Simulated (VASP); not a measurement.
Set up this calculation in VASP 6.6.1, as the native input.

| Quantity | Value |
| --- | --- |
| Task | single point |
| Functional | PBE |
| Potentials or basis | VASP PAW PBE potentials, release 64 (Li_sv, F) |
| Cutoff | 520 eV |
| k mesh | 16 × 16 × 16 |
| Occupations | fermi-dirac, width 0.03 eV |
| Spin | no spin polarisation |
| Dipole correction | no |
| Further INCAR settings | ALGO = Normal; EDIFF = 1e-06; NBANDS = 12 |

The structure of LiF (zincblende type) lies in POSCAR:

```
LiF
1.0
    0.0000000000      2.1530675187      2.1530675187
    2.1530675187      0.0000000000      2.1530675187
    2.1530675187      2.1530675187      0.0000000000
Li F
1 1
Direct
    0.0000000000      0.0000000000      0.0000000000
    0.2500000000      0.2500000000      0.2500000000
```

This cell differs from its parent crystal: volume scaled by 0.96.

The input as run:

INCAR

```
SYSTEM = LiF
PREC = Accurate
ENCUT = 520
EDIFF = 1E-6
ISMEAR = -1
SIGMA = 0.03
LREAL = .FALSE.
LASPH = .TRUE.
NELM = 80
ALGO = Normal
ISIF = 2
LWAVE = .FALSE.
LCHARG = .TRUE.
GGA = PE
LELF = .TRUE.
LVHAR = .TRUE.
NBANDS = 12
```

KPOINTS

```
regular mesh
0
G
  16 16 16
  0 0 0
```

Potentials or basis: VASP PAW PBE potentials, release 64 (Li_sv, F).

Run with:

```sh
$ cat potpaw_PBE.64/Li_sv/POTCAR potpaw_PBE.64/F/POTCAR > POTCAR
$ mpirun -np 1 vasp_std > vasp.out
```

Results of the run:

- Band gap on the k mesh: 7.85 eV, direct

It took 19 s on 1 thread of Intel(R) Xeon(R) Platinum 8259CL CPU @ 2.50GHz (Skylake/Cascade Lake), on a shared host, peak memory 0.15 GiB.
